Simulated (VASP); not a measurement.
Set up this calculation in VASP 6.6.1, as the native input.

```
Task                   : relaxation of cell and atoms
Functional             : r2SCAN
Potentials or basis    : VASP PAW PBE potentials, release 64 (Cl)
Cutoff                 : 600 eV
k mesh                 : 9 × 9 × 9
Occupations            : fermi-dirac, width 0.05 eV
Spin                   : no spin polarisation
Dipole correction      : no
Further INCAR settings : ALGO = Normal; EDIFF = 1e-06; IBRION = 2; EDIFFG = -0.03; NSW = 80; ISIF = 3
```

The system is Cl.

```
Cl
1.0
     1.77500    1.77500    1.77500
    -1.77500    1.77500    1.77500
    -1.77500   -1.77500    1.77500
Cl
1
Direct
  0.00000 0.00000 0.00000
```

These files were run (other wordings do the same):

POSCAR

```
Cl
1.0
    1.7750000000      1.7750000000      1.7750000000
   -1.7750000000      1.7750000000      1.7750000000
   -1.7750000000     -1.7750000000      1.7750000000
Cl
1
Direct
    0.0000000000      0.0000000000      0.0000000000
```

INCAR.step1

```
SYSTEM = Cl
PREC = Accurate ; ENCUT = 600
ISMEAR = -1 ; SIGMA = 0.05
LREAL = .FALSE. ; LASPH = .TRUE.
NELM = 100 ; GGA = PE
ALGO = Normal ; EDIFF = 1E-4
LWAVE = .TRUE. ; LCHARG = .FALSE.
```

INCAR.step2

```
SYSTEM = Cl
PREC = Accurate ; ENCUT = 600
EDIFF = 1E-6 ; ISMEAR = -1
SIGMA = 0.05 ; LREAL = .FALSE.
LASPH = .TRUE. ; NELM = 100
ALGO = Normal ; ISIF = 3
LWAVE = .FALSE. ; LCHARG = .FALSE.
METAGGA = R2SCAN ; LMIXTAU = .TRUE.
IBRION = 2 ; NSW = 80
EDIFFG = -0.03 ; ISTART = 1
```

KPOINTS

```
regular mesh
0
G
  9 9 9
  0 0 0
```

Potentials or basis: VASP PAW PBE potentials, release 64 (Cl).

Command:

```sh
$ cat potpaw_PBE.64/Cl/POTCAR > POTCAR
$ cp INCAR.step1 INCAR
$ mpirun -np 1 vasp_std > vasp.out
$ cp INCAR.step2 INCAR
$ mpirun -np 1 vasp_std > vasp.out
```

Results of the run:

* Relaxed volume: 20.87 Å³/atom
* Relaxed cell: a = 3.004 Å, b = 3.004 Å, c = 3.004 Å, α = 70.53°, β = 109.47°, γ = 70.53°
* Space group after relaxing (to 0.1 Å): Im-3m (No. 229)
* Energy gained by relaxing: 11.4 meV/atom
* Ionic steps: 3
* Pressure after relaxing: 0.0 GPa
* Band gap on the k mesh: zero (an odd number of electrons rules out a gap without spin polarisation)

Caveat: the PAW data sets were made with another functional, which shifts forces and pressure a little; an odd number of electrons without spin polarisation forces a metal; a magnetic or distorted state may lie lower.

It took 95 s on 1 thread of Intel Xeon 8259CL (shared host), peak memory 0.16 GiB.
